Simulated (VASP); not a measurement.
Set up this calculation in VASP 6.6.1, as the native input.

| Item | Value |
| --- | --- |
| Task | single point |
| Functional | PBEsol |
| Potentials or basis | VASP PAW PBE potentials, release 64 (Ni) |
| Cutoff | 520 eV |
| k mesh | 12 × 12 × 7 |
| Occupations | fermi-dirac, width 0.05 eV |
| Spin | collinear spin, antiferromagnetic start |
| Starting moments | [1.0, -1.0] μB |
| Dipole correction | no |
| Further INCAR settings | ALGO = Fast; EDIFF = 1e-06; NBANDS = 21 |

The structure of Ni lies in POSCAR:

```
Ni
1.0
    2.4480228978      0.0000000000      0.0000000000
   -1.2240114489      2.1200500186      0.0000000000
    0.0000000000      0.0000000000      4.0728075700
Ni
2
Direct
    0.6666666667      0.3333333333      0.7500000000
    0.3333333333      0.6666666667      0.2500000000
```

The input as run:

INCAR

```
ALGO = Fast
EDIFF = 1E-6
ENCUT = 520
GGA = PS
ISIF = 2
ISMEAR = -1
ISPIN = 2
LASPH = True
LCHARG = False
LMAXMIX = 4
LORBIT = 11
LREAL = False
LWAVE = False
MAGMOM = 1 -1
NBANDS = 21
NELM = 150
PREC = Accurate
SIGMA = 0.05
```

KPOINTS

```
k-points
0
Gamma
  12 12 7
```

Potentials or basis: VASP PAW PBE potentials, release 64 (Ni).

Run with:

```console
$ cat potpaw_PBE.64/Ni/POTCAR > POTCAR
$ mpirun -np 1 vasp_std > vasp.out
```

Results of the run:

```yaml
Pressure: -4.2 GPa
Band_gap_on_the_k_mesh: zero (filled and empty bands overlap)
Net_moment: 0.00 μB per cell
Site_moments: Ni +0.19, -0.19 μB
Valence_electrons_inside_the_program's_atomic_spheres: Ni 9.37
```

Caveat: the PAW data sets were made with another functional, which shifts forces and pressure a little.

It took 30 s on 1 thread of AMD EPYC 9R45 96-Core Processor (Zen 5), with other jobs on the host, peak memory 0.14 GiB.
